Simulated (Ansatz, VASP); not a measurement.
**Li6Be2Nb in VASP and in Ansatz**

The input INCAR:

```
PREC     = Accurate       # precision mode
ENCUT    = 600            # plane-wave cutoff, eV
EDIFF    = 1E-7           # SCF threshold, eV
ISMEAR   = 0              # smearing method
SIGMA    = 0.1            # smearing width, eV
LREAL    = F              # projectors in reciprocal space
LASPH    = T              # aspherical terms in the spheres
NELM     = 80             # most SCF steps
ALGO     = Normal         # electronic algorithm
ISIF     = 3              # what is computed and relaxed
LWAVE    = F              # write WAVECAR
LCHARG   = F              # write CHGCAR
GGA      = PE             # functional
IBRION   = 2              # ionic algorithm
NSW      = 90             # ionic steps
EDIFFG   = -0.04          # ionic threshold
```

File KPOINTS:

```
regular mesh
0
Gamma
  4 4 4
```

File POSCAR:

```
Li6Be2Nb
1.0
    0.0000000000      3.5988425500      3.5988425500
    3.5988425500      0.0000000000      3.5988425500
    3.5988425500      3.5988425500      0.0000000000
Li Be Nb
6 2 1
Direct
    0.2150038000      0.7849962000      0.2150038000
    0.2150038000      0.7849962000      0.7849962000
    0.7849962000      0.2150038000      0.2150038000
    0.7849962000      0.7849962000      0.2150038000
    0.2150038000      0.2150038000      0.7849962000
    0.7849962000      0.2150038000      0.7849962000
    0.2500000000      0.2500000000      0.2500000000
    0.7500000000      0.7500000000      0.7500000000
    0.0000000000      0.0000000000      0.0000000000
```

Input for Ansatz:

```yaml
crystal:
  lattice:
    - [0.0, 3.59884255, 3.59884255]
    - [3.59884255, 0.0, 3.59884255]
    - [3.59884255, 3.59884255, 0.0]
  atoms:
    - { symbol: Li, position: [0.2150038, 0.7849962, 0.2150038] }
    - { symbol: Li, position: [0.2150038, 0.7849962, 0.7849962] }
    - { symbol: Li, position: [0.7849962, 0.2150038, 0.2150038] }
    - { symbol: Li, position: [0.7849962, 0.7849962, 0.2150038] }
    - { symbol: Li, position: [0.2150038, 0.2150038, 0.7849962] }
    - { symbol: Li, position: [0.7849962, 0.2150038, 0.7849962] }
    - { symbol: Be, position: [0.25, 0.25, 0.25] }
    - { symbol: Be, position: [0.75, 0.75, 0.75] }
    - { symbol: Nb, position: [0.0, 0.0, 0.0] }
basis:
  ecutwfc: 420
kpoints:
  mp_grid: { grid: [4, 4, 4] }
hamiltonian:
  xc: pbe
scf:
  occupations: { method: gaussian, width: 0.1 }
  lower_state_search: "off"
output:
  forces: true
  stress: true
  eigenvalues: true
relax:
  adjacent_minimum: "off"
  f_tol: 0.04
  max_steps: 70
  cell: { stress_tol: 0.4 }
```

Change from the starting cell: species swapped into the Cs2PdF6 type (Fm-3m, No. 225).

Alike in both runs: task relaxation of cell and atoms; functional PBE; k mesh 4 × 4 × 4; occupations gaussian, width 0.1 eV; no spin polarisation.

|  | VASP | Ansatz |
| --- | --- | --- |
| version | VASP 6.6.1 | Ansatz 0.2.0 |
| potentials or method | VASP PAW PBE potentials, release 64 (Li_sv, Be, Nb_sv), cutoff 600 eV | scalar-relativistic, plane waves, PAW |
| valence electrons in the cell | 35 | 35 |

Ansatz gave:

```
gap on the k mesh at the Fermi level, each at its own relaxed structure (eV) : none
relaxed volume (Å³/atom)                                                     : 16.37
relaxed cell length with the largest relative difference (Å)                 : 5.928
```

Problem. What did VASP give for the same quantities?

Solution. gap on the k mesh at the Fermi level, each at its own relaxed structure (eV): none; relaxed volume (Å³/atom): 15.66; relaxed cell length with the largest relative difference (Å): 5.842.

A gap of «none» marks a metal or a gap that the smearing closes.

The k mesh is coarse, so the values compare programs but aren't converged. Noted on VASP's run: the cutoff is short for stress, so the pressure is rough; the volume moved by over 15 % at a fixed basis, so the end points are rough.
